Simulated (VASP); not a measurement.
Set up this calculation in VASP 6.6.1, as the native input.

```
Task                   : single point
Functional             : BLYP
Potentials or basis    : VASP PAW PBE potentials, release 64 (Zr_sv)
Cutoff                 : 520 eV
k mesh                 : 9 × 9 × 5
Occupations            : fermi-dirac, width 0.05 eV
Spin                   : no spin polarisation
Dipole correction      : no
Further INCAR settings : ALGO = Normal; EDIFF = 1e-06; NBANDS = 19
```

The structure of Zr lies in POSCAR:

```
Zr
1.0
    3.2635783114      0.0000000000      0.0000000000
   -1.6317891557      2.8263417249      0.0000000000
    0.0000000000      0.0000000000      5.2408043459
Zr
2
Direct
    0.6666666667      0.3333333333      0.7500000000
    0.3333333333      0.6666666667      0.2500000000
```

One way to write it, as run:

INCAR

```
SYSTEM = Zr
PREC     = Accurate       ! precision mode
ENCUT    = 520            ! plane-wave cutoff, eV
EDIFF    = 1E-6           ! SCF threshold, eV
ISMEAR   = -1             ! smearing method
SIGMA    = 0.05           ! smearing width, eV
LREAL    = .False.        ! projectors in reciprocal space
LASPH    = .True.         ! aspherical terms in the spheres
NELM     = 100            ! most SCF steps
ALGO     = Normal         ! electronic algorithm
ISIF     = 2              ! what is computed and relaxed
LWAVE    = .False.        ! write WAVECAR
LCHARG   = .False.        ! write CHGCAR
GGA      = B5             ! functional
ALDAX    = 1.0          
AGGAX    = 1.0          
AGGAC    = 1.0          
ALDAC    = 0.0          
NBANDS   = 19             ! bands
```

KPOINTS

```
regular mesh
0
Gamma
  9 9 5
  0 0 0
```

Potentials or basis: VASP PAW PBE potentials, release 64 (Zr_sv).

Run with:

```bash
$ cat potpaw_PBE.64/Zr_sv/POTCAR > POTCAR
$ mpirun -np 1 vasp_std > vasp.out
```

It gave:

| Quantity | Value |
| --- | --- |
| Pressure | 0.1 GPa |
| Band gap on the k mesh | zero (bands 12 and 13 overlap by 1.06 eV) |

Caveat: the PAW data sets were made with another functional, which shifts forces and pressure a little.

It took 44 s on 1 thread of Intel Xeon 8259CL, on a shared host, peak memory 0.17 GiB.
